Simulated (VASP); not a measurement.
## ZrS2: phonons with PBE+D3(BJ)

The system is ZrS2.

```
CELL_PARAMETERS angstrom
3.09177 0.00000 0.00000
-1.54589 2.67756 0.00000
0.00000 0.00000 5.04627
ATOMIC_POSITIONS crystal
Zr 0.00000 0.00000 0.00000
S 0.33333 0.66667 0.32018
S 0.66667 0.33333 0.67982
```

```json
{"Program": "VASP 6.6.1", "Task": "phonons", "Functional": "PBE", "Dispersion": "D3(BJ)", "Potentials or basis": "VASP PAW PBE potentials, release 64 (Zr_sv, S)", "Cutoff": "500 eV", "k mesh": "18 × 18 × 8", "Occupations": "fermi-dirac, width 0.15 eV", "Spin": "no spin polarisation", "Dipole correction": "no", "Further INCAR settings": "ALGO = Normal; EDIFF = 1e-08; NBANDS = 19; IBRION = 6; POTIM = 0.015; NSW = 1"}
```

```
Highest phonon frequency at Γ, LO-TO splitting left out : 472 cm⁻¹
Dispersion energy per atom                              : -0.584 eV
```

Phonon frequencies in cm⁻¹ (negative: imaginary):
```csv
q point,frequencies
"(0.000, 0.000, 0.000)",0 0 0 253 253 263 263 472 472
```

It took 29 min on 1 thread of Intel(R) Xeon(R) Platinum 8375C CPU @ 2.90GHz (Ice Lake), on a shared host, peak memory 1.4 GiB.

Caveat: the cell stands under pressure or tension, which shifts response properties.
